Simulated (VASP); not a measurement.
Input of a VASP 6.6.1 run:

INCAR

```
PREC = Accurate
ENCUT = 520
EDIFF = 1E-6
ISMEAR = 0
SIGMA = 0.1
LREAL = False
LASPH = True
NELM = 60
ALGO = Normal
ISIF = 2
LWAVE = False
LCHARG = True
GGA = PE
LELF = True
LVHAR = True
NBANDS = 42
```

KPOINTS

```
Automatic mesh
0
Gamma
  4 4 4
```

Contents of POSCAR:

```
ZrTi3C4
1.0
    4.4440955529      0.0000000000      0.0000000000
    0.0000000000      4.4440955529      0.0000000000
    0.0000000000      0.0000000000      4.4440955529
Zr Ti C
1 3 4
Direct
    0.0000000000      0.0000000000      0.0000000000
    0.5000000000      0.0000000000      0.5000000000
    0.5000000000      0.5000000000      0.0000000000
    0.0000000000      0.5000000000      0.5000000000
    0.0000000000      0.5000000000      0.0000000000
    0.5000000000      0.5000000000      0.5000000000
    0.0000000000      0.0000000000      0.5000000000
    0.5000000000      0.0000000000      0.0000000000
```

Potentials or basis: VASP PAW PBE potentials, release 64 (Zr_sv, Ti_sv, C).

Command:

```sh
$ cat potpaw_PBE.64/Zr_sv/POTCAR potpaw_PBE.64/Ti_sv/POTCAR potpaw_PBE.64/C/POTCAR > POTCAR
$ mpirun -np 1 vasp_std > vasp.out
```

Question: Estimate the band gap on the k mesh.

Answer: Zero (bands 32 and 33 overlap by 0.62 eV).

Question: Predict the pressure.

Answer: 0.0 GPa.
